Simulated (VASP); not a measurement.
# CsB3N3 (P-62m) in VASP: a series of runs

The runs below take CsB3N3 through single point, with PBE.

Program: VASP 6.6.1. These are calculated values, not measurements. Logs are shortened: lines on timing, memory, paths and dates and some standing lists are left out, and cuts for length are marked.

## (1) The cell of the first run

The structure is hexagonal, space group P-62m (No. 189). The conventional cell has a = 4.369 Å, b = 4.369 Å, c = 9.624 Å, α = 90.00°, β = 90.00°, γ = 120.00°. Cs (site symmetry -62m) has 6 Cs at 4.37 Å and 14 B at 4.81 to 5.43 Å and 12 N at 5.03 to 5.62 Å within 5.7 Å. Within 1.9 Å of B (site symmetry -6) lie 3 N at 1.46 Å. Within 1.9 Å of B (site symmetry -62m) lie 3 N at 1.46 Å. N (site symmetry m2m) has 3 B at 1.46 Å within 1.9 Å.

The cell was generated, and may not be a known phase.

## (2) Single point, PBE

Contents of INCAR:

```
SYSTEM = CsB3N3
PREC = Accurate
ENCUT = 520
EDIFF = 1E-6
ISMEAR = 0
SIGMA = 0.1
LREAL = .False.
LASPH = .True.
NELM = 60
ALGO = Fast
ISIF = 2
LWAVE = .False.
LCHARG = .True.
GGA = PE
LELF = .True.
LVHAR = .True.
NBANDS = 26
```

Contents of KPOINTS:

```
Automatic mesh
0
Gamma
  6 6 2
  0 0 0
```

Contents of POSCAR:

```
CsB3N3
1.0
    4.3687681000      0.0000000000      0.0000000000
   -2.1843841000      3.7834642000      0.0000000000
    0.0000000000      0.0000000000      9.6235864000
Cs B N
1 3 3
Direct
    0.0000000000      0.0000000000      0.5000000000
    0.3333333000      0.6666667000      0.0000000000
    0.6666667000      0.3333333000      0.0000000000
    0.0000000000      0.0000000000      0.0000000000
    0.3332810000      0.0000000000      0.0000000000
    0.0000000000      0.3332810000      0.0000000000
    0.6667190000      0.6667190000      0.0000000000
```

Potentials or basis: VASP PAW PBE potentials, release 64 (Cs_sv, B, N).

Started as:

```bash
cat potpaw_PBE.64/Cs_sv/POTCAR potpaw_PBE.64/B/POTCAR potpaw_PBE.64/N/POTCAR > POTCAR
mpirun -np 1 vasp_std > vasp.out
```

OUTCAR:

```text
SYSTEM = CsB3N3
   PREC = Accurate
   ENCUT = 520
   EDIFF = 1E-6
   ISMEAR = 0
   LREAL = .False.
   LASPH = .True.
   NELM = 60
   ISIF = 2
   GGA = PE

 ion  position               nearest neighbor table
   1  0.000  0.000  0.500-
   2  0.333  0.667  0.000-   5 1.46   6 1.46   7 1.46
   3  0.667  0.333  0.000-   6 1.46   5 1.46   7 1.46
   4  0.000  0.000  0.000-   5 1.46   7 1.46   6 1.46
   5  0.333  0.000  0.000-   4 1.46   2 1.46   3 1.46
   6  0.000  0.333  0.000-   4 1.46   3 1.46   2 1.46
   7  0.667  0.667  0.000-   4 1.46   2 1.46   3 1.46

  LATTYP: Found a hexagonal cell.
 ALAT       =     4.3687681000
 C/A-ratio  =     2.2028146561

  Lattice vectors:

 A1 = (   4.3687681000,   0.0000000000,   0.0000000000)
 A2 = (  -2.1843841000,   3.7834642000,   0.0000000000)
 A3 = (   0.0000000000,   0.0000000000,   9.6235864000)

Analysis of symmetry for initial positions (statically):
=====================================================================
 Subroutine PRICEL returns:
 Original cell was already a primitive cell.

 Routine SETGRP: Setting up the symmetry group for a
 hexagonal supercell.

 Subroutine GETGRP returns: Found 12 space group operations
 (whereof 12 operations were pure point group operations)
 out of a pool of 24 trial point group operations.

The static configuration has the point symmetry D_3h.

Analysis of symmetry for dynamics (positions and initial velocities):
=====================================================================
 Subroutine PRICEL returns:
 Original cell was already a primitive cell.

 Routine SETGRP: Setting up the symmetry group for a
 hexagonal supercell.

 Subroutine GETGRP returns: Found 12 space group operations
 (whereof 12 operations were pure point group operations)
 out of a pool of 24 trial point group operations.

The dynamic configuration has the point symmetry D_3h.

 Subroutine INISYM returns: Found 12 space group operations
 (whereof 12 operations are pure point group operations),
 and found     1 'primitive' translations

----------------------------------------------------------------------------------------

                                     Primitive cell

  volume of cell :     159.0690

  direct lattice vectors                    reciprocal lattice vectors
     4.368768100  0.000000000  0.000000000     0.228897478  0.132154022  0.000000000
    -2.184384100  3.783464200  0.000000000     0.000000000  0.264308038  0.000000000
     0.000000000  0.000000000  9.623586400     0.000000000  0.000000000  0.103911365

  length of vectors
     4.368768100  4.368768162  9.623586400     0.264308042  0.264308038  0.103911365

  position of ions in fractional coordinates (direct lattice)
     0.000000000  0.000000000  0.500000000
     0.333333300  0.666666700  0.000000000
     0.666666700  0.333333300  0.000000000
     0.000000000  0.000000000  0.000000000
     0.333281000  0.000000000  0.000000000
     0.000000000  0.333281000  0.000000000
     0.666719000  0.666719000  0.000000000

  ion indices of the primitive-cell ions
   primitive index   ion index
                 1           1
                 2           2
                 3           3
                 4           4
                 5           5
                 6           6
                 7           7

----------------------------------------------------------------------------------------

 KPOINTS: Automatic mesh

Automatic generation of k-mesh.
 Grid dimensions read from file:
 generate k-points for:    6    6    2

 Generating k-lattice:

  Cartesian coordinates                     Fractional coordinates (reciprocal lattice)
     0.038149580  0.022025670  0.000000000     0.166666667  0.000000000  0.000000000
     0.000000000  0.044051340  0.000000000     0.000000000  0.166666667  0.000000000
     0.000000000  0.000000000  0.051955683     0.000000000  0.000000000  0.500000000

  Length of vectors
     0.044051340  0.044051340  0.051955683

  Shift w.r.t. Gamma in fractional coordinates (k-lattice)
     0.000000000  0.000000000  0.000000000

 Subroutine IBZKPT returns following result:
 ===========================================

 Found     14 irreducible k-points:

 Following reciprocal coordinates:
            Coordinates               Weight
  0.000000  0.000000  0.000000      1.000000
  0.166667 -0.000000  0.000000      6.000000
  0.333333 -0.000000  0.000000      6.000000
  0.500000 -0.000000  0.000000      3.000000
  0.166667  0.166667  0.000000      6.000000
  0.333333  0.166667  0.000000     12.000000
  0.333333  0.333333  0.000000      2.000000
  0.000000  0.000000  0.500000      1.000000
  0.166667 -0.000000  0.500000      6.000000
  0.333333 -0.000000  0.500000      6.000000
  0.500000 -0.000000  0.500000      3.000000
  0.166667  0.166667  0.500000      6.000000
  0.333333  0.166667  0.500000     12.000000
  0.333333  0.333333  0.500000      2.000000
   k-points           NKPTS =     14   k-points in BZ     NKDIM =     14   number of bands    NBANDS=     26
   number of dos      NEDOS =    301   number of ions     NIONS =      7
   total plane-waves  NPLWV =  73728
   dimension x,y,z NGX =    32 NGY =   32 NGZ =   72
   dimension x,y,z NGXF=    64 NGYF=   64 NGZF=  144
   ions per type =               1   3   3
   NGX,Y,Z   is equivalent  to a cutoff of  12.18, 12.18, 12.44 a.u.
   NGXF,Y,Z  is equivalent  to a cutoff of  24.35, 24.35, 24.88 a.u.
 SYSTEM =  CsB3N3
   PREC   = accura    normal or accurate (medium, high low for compatibility)
   ISTART =      0    job   : 0-new  1-cont  2-samecut
   ICHARG =      2    charge: 1-file 2-atom 10-const
   ISPIN  =      1    spin polarized calculation?
   LNONCOLLINEAR =      F non collinear calculations
   LSORBIT =      F    spin-orbit coupling
   LASPH  =      T    aspherical Exc in radial PAW
   ENCUT  =  520.0 eV  38.22 Ry    6.18 a.u.   8.12  8.12 17.89*2*pi/ulx,y,z
   NELM   =     60;   NELMIN=  2; NELMDL= -5     # of ELM steps
   EDIFF  = 0.1E-05   stopping-criterion for ELM
   LREAL  =      F    real-space projection
   EDIFFG = 0.1E-04   stopping-criterion for IOM
   NSW    =      0    number of steps for IOM
   IBRION =     -1    ionic relax: 0-MD 1-quasi-New 2-CG
   NFREE  =      0    steps in history (QN), initial steepest desc. (CG)
   ISIF   =      2    stress and relaxation
   ISYM   =      2    0-nonsym 1-usesym 2-fastsym
   POTIM  = 0.5000    time-step for ionic-motion
   TEBEG  =    0.0;   TEEND  =   0.0 temperature during run
   PSTRESS=    0.0 pullay stress
   NELECT =      33.0000    total number of electrons
   NUPDOWN=      -1.0000    fix difference up-down
   EMIN   =  10.00;   EMAX   =-10.00  energy-range for DOS
   EFERMI =   0.00;   METHOD = LEGACY
   ISMEAR =     0;   SIGMA  =   0.10  broadening in eV -4-tet -1-fermi 0-gaus
   EFERMI_NEDOS =   21; number of points for ismear=-14 and -15
   IALGO  =     68    algorithm
   IMIX   =      4    mixing-type and parameters
     AMIX     =   0.40;   BMIX     =  1.00
     AMIX_MAG =   1.60;   BMIX_MAG =  1.00
  volume/ion in A,a.u.               =      22.72       153.35
  Fermi-wavevector in a.u.,A,eV,Ry     =   0.969135  1.831400 12.778900  0.939223
  Thomas-Fermi vector in A             =   2.099162
   LORBIT       =      0    0 simple, 1 ext, 2 COOP (PROOUT), +10 PAW based schemes
   GGA     = PE    functional components
   LHFCALC =     F    Hartree Fock is set to
   AEXX    =    0.0000 exact exchange contribution
   IVDW    =     0    specifies the selected vdW correction
   LEPSILON=     F    determine dielectric tensor
   LRPA    =     F    only Hartree local field effects (RPA)
 non-spin polarized calculation
 RMM-DIIS sequential band-by-band and
 Gauss-broadening in eV      SIGMA  =   0.10
  energy-cutoff  :      520.00
  volume of cell :      159.07
 maximum number of plane-waves:      4308
   NGX = 17   NGY = 17   NGZ = 35

 number of electron      32.9999997 magnetization

 Free energy of the ion-electron system (eV)
  ---------------------------------------------------
  ext. energy  EPLUGINS =         0.00000000
  ---------------------------------------------------
  free energy    TOTEN  =       -53.21125806 eV

  energy without entropy =      -53.20079222  energy(sigma->0) =      -53.20602514

 E-fermi :   2.7072     XC(G=0):  -7.0762

 val. band max:        2.6800372412   @ k =   0.3333  -0.0000   0.5000
 cond. band min:       2.7562699339   @ k =   0.5000  -0.0000   0.0000
 fundamental gap:      0.0762326927
 Fermi energy:         2.7072282713

 k-point     1 :       0.0000    0.0000    0.0000
  band No.  band energies     occupation
      1     -21.4159      2.00000
      2     -18.6282      2.00000
      3     -15.0436      2.00000
      4     -15.0436      2.00000
      5      -8.8747      2.00000
      6      -8.8747      2.00000
[... 18 lines left out ...]
     25      10.2467      0.00000
     26      10.3266      0.00000

 k-point     2 :       0.1667   -0.0000    0.0000
  band No.  band energies     occupation
      1     -21.3978      2.00000
      2     -18.4531      2.00000
      3     -15.3502      2.00000
      4     -15.2263      2.00000
      5      -9.3290      2.00000
      6      -8.9205      2.00000
[... 18 lines left out ...]
     25       7.4531      0.00000
     26      10.3090      0.00000

 k-point     3 :       0.3333   -0.0000    0.0000
  band No.  band energies     occupation
      1     -21.3611      2.00000
      2     -17.9413      2.00000
      3     -16.1824      2.00000
      4     -15.4958      2.00000
      5      -9.7464      2.00000
      6      -8.4510      2.00000
[... 282 lines left out ...]
 k-point    13 :       0.3333    0.1667    0.5000
  band No.  band energies     occupation
      1     -21.3425      2.00000
      2     -17.4545      2.00000
      3     -16.5763      2.00000
      4     -15.9307      2.00000
      5      -9.2852      2.00000
      6      -8.5342      2.00000
[... 18 lines left out ...]
     25       7.5284      0.00000
     26       8.5142      0.00000

 k-point    14 :       0.3333    0.3333    0.5000
  band No.  band energies     occupation
      1     -21.3333      2.00000
      2     -16.7226      2.00000
      3     -16.7194      2.00000
      4     -16.7194      2.00000
      5      -8.4030      2.00000
      6      -8.4030      2.00000
[... 18 lines left out ...]
     25       6.5410      0.00000
     26       7.8665      0.00000

------------------------ aborting loop because EDIFF is reached ----------------------------------------

  FORCE on cell =-STRESS in cart. coord.  units (eV):
  Direction    XX          YY          ZZ          XY          YZ          ZX
  --------------------------------------------------------------------------------------
  -------------------------------------------------------------------------------------
  Total        0.1831893      0.1831893      0.0025406     -0.0000000      0.0000000      0.0000000
  in kB        1.8451218      1.8451219      0.0255895     -0.0000000      0.0000000      0.0000000
  external PRESSURE =       1.2386111 kB  Pullay stress =       0.0000000 kB

 VOLUME and BASIS-vectors are now :
 -----------------------------------------------------------------------------
  energy-cutoff  :      520.00
  volume of cell :      159.07
      direct lattice vectors                 reciprocal lattice vectors
     4.368768100  0.000000000  0.000000000     0.228897478  0.132154022  0.000000000
    -2.184384100  3.783464200  0.000000000     0.000000000  0.264308038  0.000000000
     0.000000000  0.000000000  9.623586400     0.000000000  0.000000000  0.103911365

 POSITION                                       TOTAL-FORCE (eV/Angst)
 -----------------------------------------------------------------------------------
      0.00000      0.00000      4.81179         0.000000      0.000000      0.000000
     -0.00000      2.52231      0.00000         0.000000      0.000000      0.000000
      2.18438      1.26115      0.00000         0.000000      0.000000      0.000000
      0.00000      0.00000      0.00000         0.000000      0.000000      0.000000
      1.45603      0.00000      0.00000        -0.001003      0.000000      0.000000
     -0.72801      1.26096      0.00000         0.000501     -0.000868      0.000000
      1.45637      2.52251      0.00000         0.000501      0.000868     -0.000000
 -----------------------------------------------------------------------------------
    total drift:                               -0.000006     -0.000016      0.000002

  FREE ENERGIE OF THE ION-ELECTRON SYSTEM (eV)
  ---------------------------------------------------
  free  energy   TOTEN  =       -53.2112580648 eV

  energy  without entropy=      -53.2007922189  energy(sigma->0) =      -53.20602514
```

Wall time 90 s (1 thread of Oxide Virtual Turin-like, shared host); peak memory 0.24 GiB.

What came out:

```yaml
Free_energy: -53.2113 eV
Pressure: 0.1 GPa
Band_gap_on_the_k_mesh: zero (an odd number of electrons rules out a gap without spin polarisation)
```

Caveat: spin-orbit coupling is left out, which moves the levels of the heavy elements.

## (3) Single point, PBE

Contents of INCAR:

```
PREC = Accurate
ENCUT = 520
EDIFF = 1E-7
ISMEAR = 0
SIGMA = 0.2
LREAL = F
LASPH = T
NELM = 100
ALGO = Fast
ISIF = 2
LWAVE = F
LCHARG = F
GGA = PE
NBANDS = 26
```

Contents of KPOINTS:

```
regular mesh
0
Gamma
  6 6 2
```

Contents of POSCAR:

```
CsB3N3
1.0
    4.3687681243      0.0000000289      0.0000000000
   -2.1843840872      3.7834641645      0.0000000000
    0.0000000000      0.0000000000      9.6235864000
Cs B N
1 3 3
Direct
    0.0000000000      0.0000000000      0.5000000000
    0.3333333333      0.6666666667      0.0000000000
    0.6666666667      0.3333333333      0.0000000000
    0.0000000000      0.0000000000      0.0000000000
    0.3332810000      0.0000000000      0.0000000000
    0.0000000000      0.3332810000      0.0000000000
    0.6667190000      0.6667190000      0.0000000000
```

Potentials or basis: VASP PAW PBE potentials, release 64 (Cs_sv, B, N).

Started as:

```bash
cat potpaw_PBE.64/Cs_sv/POTCAR potpaw_PBE.64/B/POTCAR potpaw_PBE.64/N/POTCAR > POTCAR
mpirun -np 1 vasp_std > vasp.out
```

It took 1.7 min on 1 thread of Oxide Virtual Turin-like, shared host; peak memory 0.24 GiB.

Results (log left out):

```yaml
Free_energy: -53.2243 eV
Pressure: 0.1 GPa
Band_gap_on_the_k_mesh: zero (an odd number of electrons rules out a gap without spin polarisation)
```

Stress tensor (GPa, compression positive):
```
0.12 0.00 0.00
0.00 0.12 0.00
0.00 0.00 0.00
```

Levels at points of the mesh, in eV from the Fermi level:
```csv
k point,band 14,band 15,band 16,band 17,band 18,band 19,band 20,band 21
"(0.00, 0.00, 0.00)",-5.19,-3.83,-3.83,-1.62,0.63,0.77,0.80,1.18
"(0.50, 0.00, 0.00)",-6.97,-6.96,-4.72,0.03,0.73,0.89,1.84,2.03
"(0.00, 0.00, 0.50)",-5.19,-3.83,-3.83,-1.44,0.19,0.75,0.80,1.37
"(0.50, 0.00, 0.50)",-6.97,-6.96,-4.72,0.07,0.55,0.90,2.15,2.41
```

Caveat: spin-orbit coupling is left out, which moves the levels of the heavy elements.

## (4) Single point, PBE

Contents of INCAR:

```
SYSTEM = CsB3N3
  ALGO = Fast
  EDIFF = 1E-6
  ENCUT = 520
  GGA = PE
  ISIF = 2
  ISMEAR = 0
  LASPH = .TRUE.
  LCHARG = .TRUE.
  LELF = .TRUE.
  LREAL = .FALSE.
  LVHAR = .TRUE.
  LWAVE = .FALSE.
  NBANDS = 26
  NELM = 100
  PREC = Accurate
  SIGMA = 0.1
```

Contents of KPOINTS:

```
k-points
0
G
  12 12 4
  0 0 0
```

POSCAR is that of step 3.

Started as:

```bash
cat potpaw_PBE.64/Cs_sv/POTCAR potpaw_PBE.64/B/POTCAR potpaw_PBE.64/N/POTCAR > POTCAR
mpirun -np 1 vasp_std > vasp.out
```

It took 7.3 min on 1 thread of Oxide Virtual Turin-like, shared host; peak memory 0.36 GiB.

It converged, with:

- Free energy: -53.2134 eV
- Pressure: 0.0 GPa
- Band gap on the k mesh: zero (an odd number of electrons rules out a gap without spin polarisation)

Stress tensor (GPa, compression positive):
```
 0.07  0.00  0.00
 0.00  0.07  0.00
 0.00  0.00 -0.03
```

Levels at points of the mesh, in eV from the Fermi level:
```tsv
k point	band 15	band 16	band 17	band 18	band 19	band 20
(0.00, 0.00, 0.00)	-3.91	-3.91	-1.70	0.56	0.68	0.71
(0.50, 0.00, 0.00)	-7.05	-4.80	-0.04	0.65	0.80	1.77
(0.00, 0.00, 0.50)	-3.91	-3.91	-1.51	0.11	0.66	0.71
(0.50, 0.00, 0.50)	-7.04	-4.80	-0.01	0.48	0.81	2.07
```

Caveat: spin-orbit coupling is left out, which moves the levels of the heavy elements.

## (5) Single point, PBE, collinear spin, ferromagnetic start

Contents of INCAR:

```
SYSTEM = CsB3N3
ALGO = Normal
EDIFF = 1E-7
ENCUT = 520
GGA = PE
ISIF = 2
ISMEAR = 0
ISPIN = 2
LASPH = .TRUE.
LCHARG = .TRUE.
LELF = .TRUE.
LORBIT = 11
LREAL = .FALSE.
LVHAR = .TRUE.
LWAVE = .FALSE.
MAGMOM = 0 0 0 0 1 1 1
NBANDS = 30
NELM = 150
PREC = Accurate
SIGMA = 0.1
```

Contents of KPOINTS:

```
k-points
0
G
  6 6 2
  0 0 0
```

Contents of POSCAR:

```
CsB3N3
1.0
    4.3687681000      0.0000000000      0.0000000000
   -2.1843841000      3.7834642000      0.0000000000
    0.0000000000      0.0000000000      9.6235864000
Cs B N
1 3 3
Direct
    0.0000000000      0.0000000000      0.5000000000
    0.3333333000      0.6666667000      0.0000000000
    0.6666667000      0.3333333000      0.0000000000
    0.0000000000      0.0000000000      0.0000000000
    0.3332810000      0.0000000000      0.0000000000
    0.0000000000      0.3332810000      0.0000000000
    0.6667190000      0.6667190000      0.0000000000
```

Started as:

```bash
cat potpaw_PBE.64/Cs_sv/POTCAR potpaw_PBE.64/B/POTCAR potpaw_PBE.64/N/POTCAR > POTCAR
mpirun -np 1 vasp_std > vasp.out
```

Wall time 3.8 min (1 thread of Oxide Virtual Turin-like, shared host); peak memory 0.34 GiB.

It converged, with:

- Free energy: -53.2122 eV
- Pressure: 0.1 GPa
- Net moment: -0.18 μB per cell
- Site moments: Cs -0.02; B -0.00; N -0.00 μB
- Valence electrons inside the program's atomic spheres: Cs 6.55; B 2.13; N 4.00

Stress tensor (GPa, compression positive):
```
 0.11  0.00  0.00
 0.00  0.11  0.00
 0.00  0.00 -0.02
```

Levels at points of the mesh, in eV from the Fermi level:
Spin up:
| k point | band 12 | band 13 | band 14 | band 15 | band 16 | band 17 | band 18 | band 19 | band 20 | band 21 |
| --- | --- | --- | --- | --- | --- | --- | --- | --- | --- | --- |
| (0.00, 0.00, 0.00) | -8.99 | -5.20 | -5.20 | -3.84 | -3.84 | -1.53 | 0.68 | 0.76 | 0.78 | 1.22 |
| (0.50, 0.00, 0.00) | -7.73 | -7.73 | -6.98 | -6.97 | -4.73 | 0.15 | 0.79 | 0.87 | 1.92 | 2.03 |
| (0.00, 0.00, 0.50) | -9.00 | -5.20 | -5.20 | -3.84 | -3.84 | -1.32 | 0.20 | 0.74 | 0.78 | 1.41 |
| (0.50, 0.00, 0.50) | -7.73 | -7.73 | -6.98 | -6.97 | -4.73 | 0.18 | 0.61 | 0.88 | 2.24 | 2.41 |
Spin down:
```csv
k point,band 13,band 14,band 15,band 16,band 17,band 18,band 19,band 20,band 21,band 22
"(0.00, 0.00, 0.00)",-5.20,-5.20,-3.84,-3.84,-1.72,0.59,0.76,0.79,1.13,2.65
"(0.50, 0.00, 0.00)",-7.73,-6.98,-6.97,-4.73,-0.07,0.68,0.87,1.77,2.02,3.25
"(0.00, 0.00, 0.50)",-5.20,-5.20,-3.84,-3.84,-1.55,0.16,0.74,0.79,1.34,2.65
"(0.50, 0.00, 0.50)",-7.73,-6.98,-6.97,-4.73,-0.04,0.50,0.88,2.06,2.41,2.75
```

Caveat: spin-orbit coupling is left out, which moves the levels of the heavy elements.

## (6) Summary

| spin | k mesh | smearing | gap on the mesh (eV) | pressure (GPa) |
| --- | --- | --- | --- | --- |
| off | 6 × 6 × 2 | gaussian 0.1 eV | none | 0.1 |
| off | 6 × 6 × 2 | gaussian 0.2 eV | none | 0.1 |
| off | 12 × 12 × 4 | gaussian 0.1 eV | none | 0.0 |
| collinear, ferromagnetic start | 6 × 6 × 2 | gaussian 0.1 eV | none | 0.1 |

Alike in all rows: task single point; level PBE; potentials or basis VASP PAW PBE potentials, release 64 (Cs_sv, B, N); cell as given; cutoff (eV) 520.

Caveats: spin-orbit coupling is left out, which moves the levels of the heavy elements.

Total energies depend on the potentials used, so only differences within one code and one set of settings carry meaning.

The gap in the log of VASP goes by the Fermi energy; the results here count the filled bands.